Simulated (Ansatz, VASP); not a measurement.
## Two plane-wave programs on Hf3GeW

```xyz
5
Lattice="4.8597 0.0000 0.0000 0.0000 4.8597 0.0000 0.0000 0.0000 4.8597" Properties=species:S:1:pos:R:3 pbc="T T T"
Hf    2.4298    2.4298    0.0000
Hf    0.0000    2.4298    2.4298
Hf    2.4298    0.0000    2.4298
Ge    2.4298    2.4298    2.4298
W     0.0000    0.0000    0.0000
```

Change from the starting cell: species swapped into the Tb3InN type (Pm-3m, No. 221).

Alike in both runs: task relaxation of cell and atoms; functional PBE; k mesh 8 × 8 × 8; occupations gaussian, width 0.1 eV; no spin polarisation.

```csv
,VASP,Ansatz
version,VASP 6.6.1,Ansatz 0.2.0
potentials or method,"VASP PAW PBE potentials, release 64 (Hf_pv, Ge_d, W_sv), cutoff 600 eV","scalar-relativistic, plane waves, PAW"
valence electrons in the cell,58,106
```

|  | VASP | Ansatz | Ansatz less VASP |
| --- | --- | --- | --- |
| gap on the k mesh at the Fermi level, each at its own relaxed structure (eV) | none | none | - |
| relaxed volume (Å³/atom) | 22.95 | 23.01 | +0.057 |
| relaxed length of the cell vector where the two differ most in proportion (Å) | 4.860 | 4.864 | +0.0040 |

A gap of «none» marks a metal or a gap that the smearing closes. VASP's potentials hold 58 valence electrons a cell and Ansatz's 106, so a difference there can come from the potentials and not from the codes.

Spin-orbit coupling is off throughout. Noted on VASP's run: the relaxation stopped at its first step, so nothing moved.
